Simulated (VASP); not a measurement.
# MgAgH3: relaxation of cell and atoms with PBEsol

The system is MgAgH3.

```
Mg Ag H
1.0
     0.00000    3.95603    3.95603
     3.95603    0.00000    3.95603
     3.95603    3.95603    0.00000
Mg Ag H
2 2 6
Direct
  0.25000 0.25000 0.25000
  0.75000 0.75000 0.75000
  0.50000 0.50000 0.50000
  0.00000 0.00000 0.00000
  0.22296 0.22296 0.77704
  0.22296 0.77704 0.77704
  0.77704 0.77704 0.22296
  0.22296 0.77704 0.22296
  0.77704 0.22296 0.77704
  0.77704 0.22296 0.22296
```

```yaml
Program: VASP 6.6.1
Task: relaxation of cell and atoms
Functional: PBEsol
Potentials_or_basis: VASP PAW PBE potentials, release 64 (Mg, Ag, H)
Cutoff: 600 eV
k_mesh: 6 × 6 × 6
Occupations: fermi-dirac, width 0.03 eV
Spin: no spin polarisation
Dipole_correction: no
Further_INCAR_settings: ALGO = Normal; EDIFF = 1e-06; IBRION = 2; EDIFFG = -0.01; NSW = 100; ISIF = 3
```

| Quantity | Value |
| --- | --- |
| Relaxed volume | 10.29 Å³/atom |
| Relaxed cell | a = 5.260 Å, b = 5.260 Å, c = 5.260 Å, α = 60.00°, β = 60.00°, γ = 60.00° |
| Space group after relaxing (to 0.1 Å) | Pm-3m (No. 221) |
| Energy gained by relaxing | 137.2 meV/atom |
| Ionic steps | 8 |
| Pressure after relaxing | 0.0 GPa |
| Largest force after relaxing | 0.004 eV/Å |
| Band gap on the k mesh | zero (bands 16 and 17 overlap by 1.48 eV) |

Forces in eV/Å, atoms in the order of the input:
```
Mg   0.000  0.000  0.000
Mg   0.000  0.000  0.000
Ag   0.000  0.000  0.000
Ag   0.000  0.000  0.000
H    0.000  0.000  0.004
H   -0.004  0.000  0.000
H    0.000  0.000 -0.004
H    0.000  0.004  0.000
H    0.000 -0.004  0.000
H    0.004  0.000  0.000
```

The path:
| step | energy change (eV) | largest force (eV/Å) | pressure (GPa) | volume (Å³) |
| --- | --- | --- | --- | --- |
| 1 | 0.0000 | 1.0338 | -6.85 | 123.82 |
| 2 | -0.6396 | 0.9999 | -4.56 | 114.58 |
| 3 | -1.2034 | 0.6555 | 3.92 | 98.84 |
| 4 | -1.3602 | 0.0279 | 1.72 | 100.71 |
| 5 | -1.3621 | 0.0487 | 1.52 | 100.96 |
| 6 | -1.3722 | 0.0111 | 0.07 | 102.84 |
| 7 | -1.3722 | 0.0122 | 0.05 | 102.88 |
| 8 | -1.3722 | 0.0039 | 0.03 | 102.92 |

Final structure:
```cif
data_structure
_symmetry_space_group_name_H-M 'P 1'
_symmetry_Int_Tables_number 1
_cell_length_a 5.2602
_cell_length_b 5.2602
_cell_length_c 5.2602
_cell_angle_alpha 60.000
_cell_angle_beta 60.000
_cell_angle_gamma 60.000
_cell_volume 102.92
loop_
_atom_site_label
_atom_site_type_symbol
_atom_site_fract_x
_atom_site_fract_y
_atom_site_fract_z
_atom_site_occupancy
Mg1 Mg 0.25000 0.25000 0.25000 1
Mg2 Mg 0.75000 0.75000 0.75000 1
Ag1 Ag 0.50000 0.50000 0.50000 1
Ag2 Ag 0.00000 0.00000 0.00000 1
H1 H 0.24994 0.24994 0.75006 1
H2 H 0.24994 0.75006 0.75006 1
H3 H 0.75006 0.75006 0.24994 1
H4 H 0.24994 0.75006 0.24994 1
H5 H 0.75006 0.24994 0.75006 1
H6 H 0.75006 0.24994 0.24994 1
```

Levels at points of the mesh, in eV from the Fermi level:
```tsv
k point	band 12	band 13	band 14	band 15	band 16	band 17	band 18	band 19	band 20	band 21
(0.00, 0.00, 0.00)	-5.19	-5.19	-5.19	-0.07	1.15	1.25	1.25	1.43	1.43	1.43
(0.50, 0.00, 0.00)	-6.25	-2.45	-2.45	-2.45	-2.45	-0.34	-0.34	3.50	3.50	3.50
(0.50, 0.50, 0.00)	-6.03	-5.92	-5.40	-3.88	-0.65	1.61	1.88	3.98	3.98	4.38
```

It took 6.4 min on 1 thread of Intel(R) Xeon(R) Platinum 8259CL CPU @ 2.50GHz (Skylake/Cascade Lake) (shared host), peak memory 0.37 GiB.

Caveat: the volume moved by over 15 % at a fixed basis, so the end points are rough; the PAW data sets were made with another functional, which shifts forces and pressure a little.
